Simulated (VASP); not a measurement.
Input of a VASP 6.6.1 run:

The input INCAR:

```
SYSTEM = H5C10Cl
PREC = Accurate
ENCUT = 520
EDIFF = 1E-6
ISMEAR = -1
SIGMA = 0.05
LREAL = Auto
LASPH = .True.
NELM = 100
ALGO = Normal
ISIF = 2
LWAVE = .False.
LCHARG = .False.
NBANDS = 74
```

The input KPOINTS:

```
regular mesh
0
Gamma
  2 2 1
  0 0 0
```

POSCAR

```
H5C10Cl
1.0
    5.0487420000      0.0000000000      0.0000000000
    0.0000000000      5.0487420000      0.0000000000
    0.0000000000      0.0000000000     18.8355610000
H C Cl
10 20 2
Direct
    0.4277897346      0.0000000000      0.0530910654
    0.0722160095      0.0000000000      0.0530910654
    0.9277954786      0.0000000000      0.0530910654
    0.5722217535      0.0000000000      0.0530910654
    0.4277897346      0.5000057440      0.0530910654
    0.0722160095      0.5000057440      0.0530910654
    0.9277954786      0.5000057440      0.0530910654
    0.5722217535      0.5000057440      0.0530910654
    0.2522608602      0.5025806429      0.3311502110
    0.7486221320      0.5019468216      0.3316758126
    0.2500028720      0.0000000000      0.0867879645
    0.7500086160      0.0000000000      0.0867879645
    0.2500028720      0.5000057440      0.0867879645
    0.7500086160      0.5000057440      0.0867879645
    0.2500028720      0.2500028720      0.1341717404
    0.7500086160      0.2500028720      0.1341717404
    0.2500028720      0.7500086160      0.1341717404
    0.7500086160      0.7500086160      0.1341717404
   -0.0003169106      0.2320776146      0.1772445217
    0.5001840062      0.2334442917      0.1764163011
    0.0003565245      0.7873842632      0.1838596684
    0.4997086403      0.7882557675      0.1840507963
    0.0001188415     -0.0080218003      0.2337865063
    0.5000453578     -0.0020995329      0.2294118025
   -0.0000594207      0.4777031585      0.2322999564
    0.5000057440      0.4879037194      0.2321725379
    0.2520825980      0.1091955184      0.2636714670
    0.7479486969      0.1079476828      0.2637935764
    0.2551724766      0.4260863399      0.2753037194
    0.7447003630      0.4269182303      0.2752771739
   -0.0412578024      0.3330730705      0.4364510300
   -0.0301461235      0.8502712161      0.4313649060
```

Potentials or basis: VASP PAW LDA potentials, release 64 (H, C, Cl).

Run with:

```console
$ cat potpaw_LDA.64/H/POTCAR potpaw_LDA.64/C/POTCAR potpaw_LDA.64/Cl/POTCAR > POTCAR
$ mpirun -np 1 vasp_std > vasp.out
```

Task: Predict the largest force.

Result: 10.350 eV/Å.

Task: Estimate the band gap on the k mesh.

Result: Zero (bands 52 and 53 overlap by 0.42 eV).

Forces in eV/Å, atoms in the order of the input:
```
H    -9.042  -0.007  -0.014
H     9.038  -0.017  -0.017
H    -9.036  -0.016  -0.016
H     9.041  -0.006  -0.014
H    -9.032   0.046   0.113
H     9.082   0.060   0.107
H    -9.082   0.060   0.106
H     9.032   0.045   0.113
H    -0.110  -0.388  -0.246
H     0.088  -0.428  -0.382
C     0.005  -0.166   0.303
C    -0.005  -0.177   0.309
C    -0.108   0.176   2.247
C     0.110   0.185   2.243
C    -0.040  -1.292  -3.179
C     0.019  -1.275  -3.196
C    -0.029   2.590   0.485
C     0.035   2.586   0.497
C     0.077   4.732   1.664
C    -0.049   4.795   1.155
C    -0.056  -9.343  -1.115
C     0.044 -10.114  -2.199
C     0.006   5.977   1.494
C    -0.014   6.608   3.051
C    -0.028   1.421  -1.088
C     0.012   0.313  -1.587
C    -0.258  -1.698   0.907
C     0.266  -1.532   0.898
C    -0.934  -1.661  -1.077
C     0.926  -1.717  -0.997
Cl    0.238   0.738  -0.172
Cl   -0.196  -0.494  -0.393
```

Caveat: the k points lie up to 0.62 Å⁻¹ apart.
